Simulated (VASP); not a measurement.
Here is a VASP 6.6.1 calculation.

INCAR

```
ALGO     = Normal         # electronic algorithm
EDIFF    = 1E-7           # SCF threshold, eV
ENCUT    = 520            # plane-wave cutoff, eV
GGA      = PE             # functional
ISIF     = 2              # what is computed and relaxed
ISMEAR   = 0              # smearing method
LASPH    = T              # aspherical terms in the spheres
LCHARG   = F              # write CHGCAR
LREAL    = F              # projectors in reciprocal space
LWAVE    = F              # write WAVECAR
NBANDS   = 30             # bands
NELM     = 100            # most SCF steps
PREC     = Accurate       # precision mode
SIGMA    = 0.1            # smearing width, eV
```

Contents of KPOINTS:

```
k-points
0
Gamma
  12 12 12
```

POSCAR

```
Sc2SbP3
1.0
    2.3005228603      1.3282074927      6.6952414335
   -2.3005228603      1.3282074927      6.6952414335
    0.0000000000     -2.6564149853      6.6952414335
Sc Sb P
2 1 3
Direct
    0.4125652478      0.4125652478      0.4125652478
    0.5874347522      0.5874347522      0.5874347522
    0.0000000000      0.0000000000      0.0000000000
    0.0000000000      0.5000000000      0.0000000000
    0.0000000000      0.0000000000      0.5000000000
    0.5000000000      0.0000000000      0.0000000000
```

Potentials or basis: VASP PAW PBE potentials, release 64 (Sc_sv, Sb, P).

Launch:

```console
$ cat potpaw_PBE.64/Sc_sv/POTCAR potpaw_PBE.64/Sb/POTCAR potpaw_PBE.64/P/POTCAR > POTCAR
$ mpirun -np 1 vasp_std > vasp.out
```

Q: Predict the pressure.

A: -0.1 GPa.

Q: What does it give for the band gap on the k mesh?

A: Zero (bands 21 and 22 overlap by 1.30 eV).

Q: Predict the largest force.

A: 0.014 eV/Å.

Stress tensor (GPa, compression positive):
```
-0.12  0.00  0.00
 0.00 -0.12  0.00
 0.00  0.00  0.07
```

Caveat: spin-orbit coupling is left out, which moves the levels of the heavy elements.
